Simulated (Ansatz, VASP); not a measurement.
# One calculation of Rb, two programs

The input INCAR:

```
PREC = Accurate
ENCUT = 520
EDIFF = 1E-7
ISMEAR = -1
SIGMA = 0.1
LREAL = F
LASPH = T
NELM = 100
ALGO = Normal
ISIF = 2
LWAVE = F
LCHARG = F
GGA = RP
NBANDS = 20
```

Contents of KPOINTS:

```
regular mesh
0
Gamma
  5 5 7
```

The input POSCAR:

```
Rb
1.0
    8.6912523938      0.0000000000      0.0000000000
   -4.3456261969      7.5268453637      0.0000000000
    0.0000000000      0.0000000000      5.2012100460
Rb
3
Direct
    1.0000000000      1.0000000000      0.0000000000
    0.3333333333      0.6666666667      0.5000000000
    0.6666666667      0.3333333333      0.5000000000
```

Input for Ansatz:

```yaml
crystal:
  lattice:
    - [8.6912523938, 0.0, 0.0]
    - [-4.3456261969, 7.5268453637, 0.0]
    - [0.0, 0.0, 5.201210046]
  atoms:
    - { symbol: Rb, position: [1.0, 1.0, 0.0] }
    - { symbol: Rb, position: [0.3333333333, 0.6666666667, 0.5] }
    - { symbol: Rb, position: [0.6666666667, 0.3333333333, 0.5] }
hamiltonian:
  xc: rpbe
  pseudopotentials:
    kind: paw
    azcp:
      Rb: "pseudopotentials/Rb.paw.azcp"
basis:
  ecutwfc: 420
  fft_grid_basis: typed
kpoints:
  mp_grid: { grid: [5, 5, 7], shift: [0, 0, 0] }
magnetization:
  spin_polarized: false
scf:
  occupations: { method: fermi_dirac, width: 0.1 }
  lower_state_search: "off"
output:
  stress: true
```

Alike in both runs: task single point; functional RPBE; k mesh 5 × 5 × 7; occupations fermi-dirac, width 0.1 eV; no spin polarisation.

|  | VASP | Ansatz |
| --- | --- | --- |
| version | VASP 6.6.1 | Ansatz 0.2.0 |
| potentials or method | VASP PAW PBE potentials, release 64 (Rb_sv), cutoff 520 eV | plane waves (420 eV) with PAW, scalar-relativistic |
| valence electrons in the cell | 27 | 27 |

```tsv
	VASP	Ansatz	Ansatz less VASP
pressure (GPa)	-0.2	-0.2	0.00
```

VASP's potentials were made for PBE, not for RPBE. With one functional, cell and mesh, what is left measures potentials, basis and numerics.
